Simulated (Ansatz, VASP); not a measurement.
## One calculation of Mg2ZnS3, two programs

Contents of INCAR:

```
SYSTEM = Mg2ZnS3
ALGO = Normal
EDIFF = 1E-6
ENCUT = 520
GGA = PE
ISIF = 2
ISMEAR = 0
LASPH = .True.
LCHARG = .False.
LREAL = .False.
LWAVE = .False.
NBANDS = 26
NELM = 100
PREC = Accurate
SIGMA = 0.1
```

KPOINTS

```
k-points
0
Gamma
  4 4 2
  0 0 0
```

The input POSCAR:

```
Mg2ZnS3
1.0
    4.0210246400      0.0000000000      0.0000000000
    0.0000000000      4.0210246400      0.0000000000
    0.0000000000      0.0000000000      8.7808403700
Mg Zn S
2 1 3
Direct
    0.0000000000      0.0000000000      0.6994475100
    0.0000000000      0.0000000000      0.3005524900
    0.5000000000      0.5000000000      0.5000000000
    0.0000000000      0.0000000000      0.0000000000
    0.5000000000      0.5000000000      0.3175622600
    0.5000000000      0.5000000000      0.6824377400
```

Input for Ansatz:

```yaml
crystal:
  lattice:
    - [4.02102464, 0.0, 0.0]
    - [0.0, 4.02102464, 0.0]
    - [0.0, 0.0, 8.78084037]
  atoms:
    - { symbol: Mg, position: [0.0, 0.0, 0.69944751] }
    - { symbol: Mg, position: [0.0, 0.0, 0.30055249] }
    - { symbol: Zn, position: [0.5, 0.5, 0.5] }
    - { symbol: S, position: [0.0, 0.0, 0.0] }
    - { symbol: S, position: [0.5, 0.5, 0.31756226] }
    - { symbol: S, position: [0.5, 0.5, 0.68243774] }
basis:
  ecutwfc: 420
kpoints:
  mp_grid: { grid: [4, 4, 2] }
hamiltonian:
  xc: pbe
scf:
  occupations: { method: gaussian, width: 0.1 }
  lower_state_search: "off"
output:
  forces: true
  stress: true
  eigenvalues: true
```

Alike in both runs: task single point; functional PBE; k mesh 4 × 4 × 2; occupations gaussian, width 0.1 eV; no spin polarisation.

```csv
,VASP,Ansatz
version,VASP 6.6.1,Ansatz 0.2.0
potentials or method,"VASP PAW PBE potentials, release 64 (Mg, Zn, S), cutoff 520 eV","scalar-relativistic, plane waves, PAW"
valence electrons in the cell,34,50
```

|  | VASP | Ansatz | Ansatz less VASP |
| --- | --- | --- | --- |
| gap on the k mesh at the Fermi level (eV) | none | none | - |
| rms of the force components (eV/Å) | 9.519 | 9.293 | -0.2256 |

Atom by atom the forces differ by 0.227 eV/Å (rms over components). A gap of «none» marks a metal or a gap that the smearing closes. VASP's potentials hold 34 valence electrons a cell and Ansatz's 50, so a difference there can come from the potentials and not from the codes.

The k mesh is coarse, so the values compare programs but aren't converged.
